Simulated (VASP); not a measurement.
**CuO (CsCl type): single point with PBE**

CuO (CsCl type):

```
CELL_PARAMETERS angstrom
2.68855 0.00000 0.00000
0.00000 2.68855 0.00000
0.00000 0.00000 2.68855
ATOMIC_POSITIONS crystal
Cu 0.00000 0.00000 0.00000
O 0.50000 0.50000 0.50000
```

This cell differs from its parent crystal: volume scaled by 1.06.

* Program: VASP 6.6.1
* Task: single point
* Functional: PBE
* Potentials or basis: VASP PAW PBE potentials, release 64 (Cu, O)
* Cutoff: 600 eV
* k mesh: 12 × 12 × 12
* Occupations: fermi-dirac, width 0.08 eV
* Spin: no spin polarisation
* Dipole correction: no
* Further INCAR settings: ALGO = Normal; EDIFF = 1e-06; NBANDS = 16

* Pressure: -8.7 GPa

Levels at points of the mesh, in eV from the Fermi level:
```tsv
k point	band 6	band 7	band 8	band 9	band 10	band 11	band 12	band 13
(0.00, 0.00, 0.00)	-1.63	-1.47	-1.47	-1.47	0.45	15.42	15.42	18.84
(0.50, 0.00, 0.00)	-1.42	-1.05	0.37	0.37	6.16	7.38	17.16	17.16
(0.50, 0.50, 0.00)	-1.86	-1.86	-1.09	-0.77	4.98	10.88	10.88	16.60
(0.50, 0.50, 0.50)	-1.06	0.26	0.26	0.26	6.99	6.99	6.99	12.18
```

It used 41 s of CPU time on 1 thread of AMD EPYC 7R13 Processor (Zen 3), with other jobs on the host.

Caveat: an odd number of electrons without spin polarisation forces a metal; a magnetic or distorted state may lie lower; semilocal functionals often make such compounds metallic where correlation or magnetic order opens a gap, which also shifts bond lengths.
